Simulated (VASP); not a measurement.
Set up this calculation in VASP 6.6.1, as the native input.

```yaml
Task: single point
Functional: PBEsol
Potentials_or_basis: VASP PAW PBE potentials, release 64 (Sn_d, As)
Cutoff: 520 eV
k_mesh: 14 × 14 × 14
Occupations: fermi-dirac, width 0.05 eV
Spin: no spin polarisation
Dipole_correction: no
Further_INCAR_settings: ALGO = Normal; EDIFF = 1e-06; NBANDS = 16
```

The structure of SnAs lies in POSCAR:

```
SnAs
1.0
    0.0000000000      2.7816017009      2.7816017009
    2.7816017009      0.0000000000      2.7816017009
    2.7816017009      2.7816017009      0.0000000000
Sn As
1 1
Direct
    0.0000000000      0.0000000000      0.0000000000
    0.5000000000      0.5000000000      0.5000000000
```

One way to write it, as run:

INCAR

```
SYSTEM = SnAs
PREC = Accurate ; ENCUT = 520
EDIFF = 1E-6 ; ISMEAR = -1
SIGMA = 0.05 ; LREAL = .FALSE.
LASPH = .TRUE. ; NELM = 100
ALGO = Normal ; ISIF = 2
LWAVE = .FALSE. ; LCHARG = .FALSE.
GGA = PS ; NBANDS = 16
```

KPOINTS

```
Automatic mesh
0
G
  14 14 14
  0 0 0
```

Potentials or basis: VASP PAW PBE potentials, release 64 (Sn_d, As).

Command:

```bash
$ cat potpaw_PBE.64/Sn_d/POTCAR potpaw_PBE.64/As/POTCAR > POTCAR
$ mpirun -np 1 vasp_std > vasp.out
```

It gave:

```json
{"Pressure": "7.2 GPa"}
```

Caveat: the PAW data sets were made with another functional, which shifts forces and pressure a little.

It took 67 s on 1 thread of Intel(R) Xeon(R) Platinum 8259CL CPU @ 2.50GHz (Skylake/Cascade Lake) (shared host), peak memory 0.22 GiB.
